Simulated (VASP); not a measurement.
Write the native input for VASP 6.6.1 that does the following.

| Item | Value |
| --- | --- |
| Task | single point |
| Functional | LDA |
| Potentials or basis | VASP PAW LDA potentials, release 64 (W_sv) |
| Cutoff | 520 eV |
| k mesh | 22 × 22 × 22 |
| Occupations | gaussian, width 0.15 eV |
| Spin | no spin polarisation |
| Dipole correction | no |
| Further INCAR settings | ALGO = Fast; EDIFF = 1e-07; NBANDS = 13 |

The structure of W lies in POSCAR:

```
W
1.0
    0.0000000000      2.2207495873      1.7166394310
    2.2207495873      0.0000000000      1.7166394310
    2.2207495873      2.2207495873      0.0000000000
W
1
Direct
    0.0000000000      0.0000000000      0.0000000000
```

One way to write it, as run:

INCAR

```
PREC = Accurate
ENCUT = 520
EDIFF = 1E-7
ISMEAR = 0
SIGMA = 0.15
LREAL = False
LASPH = True
NELM = 60
ALGO = Fast
ISIF = 2
LWAVE = False
LCHARG = True
GGA = CA
LELF = True
LVHAR = True
NBANDS = 13
```

KPOINTS

```
regular mesh
0
Gamma
  22 22 22
```

Potentials or basis: VASP PAW LDA potentials, release 64 (W_sv).

Launch:

```sh
$ cat potpaw_LDA.64/W_sv/POTCAR > POTCAR
$ mpirun -np 1 vasp_std > vasp.out
```

It gave:

* Pressure: -23.6 GPa
* Band gap on the k mesh: zero (bands 7 and 8 overlap by 5.28 eV)

Caveat: the stress differs along the axes, from -37 to -17 GPa; spin-orbit coupling is left out, which moves the levels of the heavy elements.

It took 2.3 min on 1 thread of Intel Xeon 8259CL (shared host), peak memory 0.28 GiB.
